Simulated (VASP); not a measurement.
A run of VASP 6.6.1 is set up as follows.

INCAR

```
PREC = Accurate
ENCUT = 600
EDIFF = 1E-6
ISMEAR = 0
SIGMA = 0.1
LREAL = F
LASPH = T
NELM = 100
ALGO = Normal
ISIF = 3
LWAVE = F
LCHARG = F
GGA = PE
IBRION = 2
NSW = 100
EDIFFG = -0.01
```

Contents of KPOINTS:

```
regular mesh
0
Gamma
  10 10 10
```

POSCAR

```
Y2C5
1.0
    0.0000000000      3.6984543736      3.6984543736
    3.6984543736      0.0000000000      3.6984543736
    3.6984543736      3.6984543736      0.0000000000
Y C
2 5
Direct
    0.2500000000      0.2500000000      0.2500000000
    0.0000000000      0.0000000000      0.0000000000
    0.8228955435      0.5313133694      0.8228955435
    0.8228955435      0.8228955435      0.8228955435
    0.5313133694      0.8228955435      0.8228955435
    0.8228955435      0.8228955435      0.5313133694
    0.5000000000      0.5000000000      0.5000000000
```

Potentials or basis: VASP PAW PBE potentials, release 64 (Y_sv, C).

Run with:

```console
$ cat potpaw_PBE.64/Y_sv/POTCAR potpaw_PBE.64/C/POTCAR > POTCAR
$ mpirun -np 1 vasp_std > vasp.out
```

(1) Estimate the relaxed cell.

(2) What does it give for the band gap on the k mesh?

(3) What does it give for the relaxed volume?

Results:

(1) a = 5.220 Å, b = 5.220 Å, c = 5.220 Å, α = 60.00°, β = 60.00°, γ = 60.00°.

(2) zero (band 21 reaches 3.94 eV, above the bottom of band 22 at 3.79 eV).

(3) 14.37 Å³/atom.
